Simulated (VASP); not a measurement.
## Ru: relaxation of cell and atoms with PBE

Crystal: Ru.

```
CELL_PARAMETERS angstrom
0.00000 1.93057 1.93057
1.93057 0.00000 1.93057
1.93057 1.93057 0.00000
ATOMIC_POSITIONS crystal
Ru 0.00000 0.00000 0.00000
```

* Program: VASP 6.6.1
* Task: relaxation of cell and atoms
* Functional: PBE
* Potentials or basis: VASP PAW PBE potentials, release 64 (Ru_pv)
* Cutoff: 500 eV
* k mesh: 8 × 8 × 8
* Occupations: gaussian, width 0.1 eV
* Spin: no spin polarisation
* Dipole correction: no
* Further INCAR settings: ALGO = Normal; EDIFF = 1e-07; IBRION = 2; EDIFFG = -0.05; NSW = 80; ISIF = 3

```
Relaxed volume                         : 13.79 Å³/atom
Relaxed cell                           : a = 2.692 Å, b = 2.692 Å, c = 2.692 Å, α = 60.00°, β = 60.00°, γ = 60.00°
Space group after relaxing (to 0.05 Å) : Fm-3m (No. 225)
Energy gained by relaxing              : 23.3 meV/atom
Ionic steps                            : 4
Pressure after relaxing                : -0.1 GPa
Band gap on the k mesh                 : zero (band 7 reaches 14.68 eV, above the bottom of band 8 at 11.63 eV)
```

Step by step:
| step | energy change (eV) | largest force (eV/Å) | pressure (GPa) | volume (Å³) |
| --- | --- | --- | --- | --- |
| 1 | 0.0000 | 0.0000 | -11.85 | 14.39 |
| 2 | 0.1733 | 0.0000 | 46.95 | 12.29 |
| 3 | -0.0232 | 0.0000 | -0.58 | 13.81 |
| 4 | -0.0233 | 0.0000 | -0.09 | 13.79 |

Final structure:
```
Ru
1.0
     0.00000    1.90343    1.90343
     1.90343    0.00000    1.90343
     1.90343    1.90343    0.00000
Ru
1
Direct
  0.00000 0.00000 0.00000
```

Levels at points of the mesh, in eV from the Fermi level:
```
           k point  band 5  band 6  band 7  band 8  band 9  band 10
(0.00, 0.00, 0.00)   -2.40   -2.40   -2.40   -0.01   -0.01    10.70
(0.50, 0.00, 0.00)   -2.52   -2.52    1.13    1.82    1.82    10.01
(0.50, 0.50, 0.00)   -5.66    1.77    2.32    2.32    3.73    10.70
```

Wall time 9.7 s on 1 thread of Intel(R) Xeon(R) Platinum 8559C (Emerald Rapids), with other jobs on the host, peak memory 0.13 GiB.
